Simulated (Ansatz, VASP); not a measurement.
# Two plane-wave programs on MgO

```xyz
2
Lattice="0.0000 2.1022 2.1022 2.1022 0.0000 2.1022 2.1022 2.1022 0.0000" Properties=species:S:1:pos:R:3 pbc="T T T"
Mg    0.0000    0.0000    0.0000
O     2.1022    2.1022    2.1022
```

Alike in both runs: task single point; functional r2SCAN; k mesh 8 × 8 × 8; no spin polarisation.

|  | VASP | Ansatz |
| --- | --- | --- |
| version | VASP 6.6.1 | Ansatz 0.2.0 |
| potentials or method | VASP PAW PBE potentials, release 64 (Mg, O) | plane waves |
| plane-wave cutoff (eV) | 520 | 500 |
| occupations | methfessel-paxton of order 1, width 0.2 eV | cold, width 0.2 eV |
| valence electrons in the cell | 8 | 16 |

|  | VASP | Ansatz | Ansatz less VASP |
| --- | --- | --- | --- |
| gap on the k mesh at the Fermi level (eV) | 5.66 | 5.68 | +0.025 |
| pressure (GPa) | -1.1 | 0.0 | +1.16 |

VASP's potentials were made for PBE, not for r2SCAN. VASP's potentials hold 8 valence electrons a cell and Ansatz's 16, so a difference there can come from the potentials and not from the codes.
